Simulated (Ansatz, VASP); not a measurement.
# ZrO2: VASP beside Ansatz

INCAR

```
  PREC = Accurate
  ENCUT = 600
  EDIFF = 1E-6
  ISMEAR = 0
  SIGMA = 0.02
  LREAL = F
  LASPH = T
  NELM = 120
  ALGO = Normal
  ISIF = 2
  LWAVE = F
  LCHARG = F
  GGA = PS
  NBANDS = 19
  GGA_COMPAT = F
```

KPOINTS

```
regular mesh
0
Gamma
  8 8 8
```

Contents of POSCAR:

```
ZrO2
1.0
    0.0000000000      2.5321771581      2.5321771581
    2.5321771581      0.0000000000      2.5321771581
    2.5321771581      2.5321771581      0.0000000000
Zr O
1 2
Direct
    0.0000000000      0.0000000000      0.0000000000
    0.2500000000      0.2500000000      0.2500000000
    0.7500000000      0.7500000000      0.7500000000
```

Input for Ansatz:

```yaml
crystal:
  lattice:
    - [0.0, 2.5321771581, 2.5321771581]
    - [2.5321771581, 0.0, 2.5321771581]
    - [2.5321771581, 2.5321771581, 0.0]
  atoms:
    - { symbol: Zr, position: [0.0, 0.0, 0.0] }
    - { symbol: O, position: [0.25, 0.25, 0.25] }
    - { symbol: O, position: [0.75, 0.75, 0.75] }
basis:
  ecutwfc: 420
kpoints:
  mp_grid: { grid: [8, 8, 8] }
  band_path:
    path:
      - [[0.0, 0.0, 0.0], [0.5, 0.0, 0.5], [0.625, 0.25, 0.625]]
      - [[0.375, 0.375, 0.75], [0.0, 0.0, 0.0], [0.5, 0.5, 0.5], [0.5, 0.25, 0.75], [0.5, 0.0, 0.5]]
    npoints: 10
hamiltonian:
  xc: pbesol
  pseudopotentials: { kind: paw, azcp: { folder: soft_1 } }
scf:
  occupations: { method: gaussian, width: 0.02 }
  n_extra_bands: 7
output:
  forces: true
  stress: true
  eigenvalues: true
```

Alike in both runs: task single point; functional PBEsol; k mesh 8 × 8 × 8; occupations gaussian, width 0.02 eV; no spin polarisation.

```csv
,VASP,Ansatz
version,VASP 6.6.1,Ansatz 0.2.0
potentials or method,"VASP PAW PBE potentials, release 64 (Zr_sv, O), cutoff 600 eV","scalar-relativistic, plane waves, PAW"
valence electrons in the cell,24,24
```

Ansatz gave:

```
gap on the k mesh at the Fermi level (eV) : 3.33
least direct gap on the mesh (eV)         : 3.76
pressure (GPa)                            : 0.0
```

**Question.** Which values does VASP return?

**Answer.** gap on the k mesh at the Fermi level (eV): 3.32; least direct gap on the mesh (eV): 3.76; pressure (GPa): 0.2.

VASP's potentials were made for PBE, not for PBEsol, and Ansatz warns of the same on its side.
